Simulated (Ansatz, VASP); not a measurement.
## Two plane-wave programs on TiGe6Mo2

```xyz
9
Lattice="-1.6700 1.6700 12.6222 1.6700 -1.6700 12.6222 1.6700 1.6700 -12.6222" Properties=species:S:1:pos:R:3 pbc="T T T"
Ti    0.0000    0.0000   12.6222
Ge    0.0000    0.0000    1.3998
Ge    0.0000    0.0000   18.1866
Ge    0.0000    0.0000    9.7588
Ge    0.0000    0.0000   23.8446
Ge    0.0000    0.0000   15.4856
Ge    0.0000    0.0000    7.0579
Mo    0.0000    0.0000   20.9979
Mo    0.0000    0.0000    4.2466
```

Alike in both runs: functional PBE; k mesh 6 × 6 × 6; occupations gaussian, width 0.1 eV; no spin polarisation.

Ansatz relaxed the structure, and its values are those at the end. VASP's run is a single point on that final structure, the one shown.

|  | VASP | Ansatz |
| --- | --- | --- |
| version | VASP 6.6.1 | Ansatz 0.2.0 |
| potentials or method | VASP PAW PBE potentials, release 64 (Ti_sv, Ge_d, Mo_sv), cutoff 520 eV | scalar-relativistic, plane waves, PAW |
| valence electrons in the cell | 124 | 124 |

```csv
,VASP,Ansatz,Ansatz less VASP
gap on the k mesh at the Fermi level (eV),none,none,-
pressure (GPa),0.2,0.0,-0.19
rms of the force components (eV/Å),0.008,0.006,-0.0021
```

A gap of «none» marks a metal or a gap that the smearing closes. With one functional, cell and mesh, what is left measures potentials, basis and numerics.

The k mesh is coarse, so the values compare programs but aren't converged.
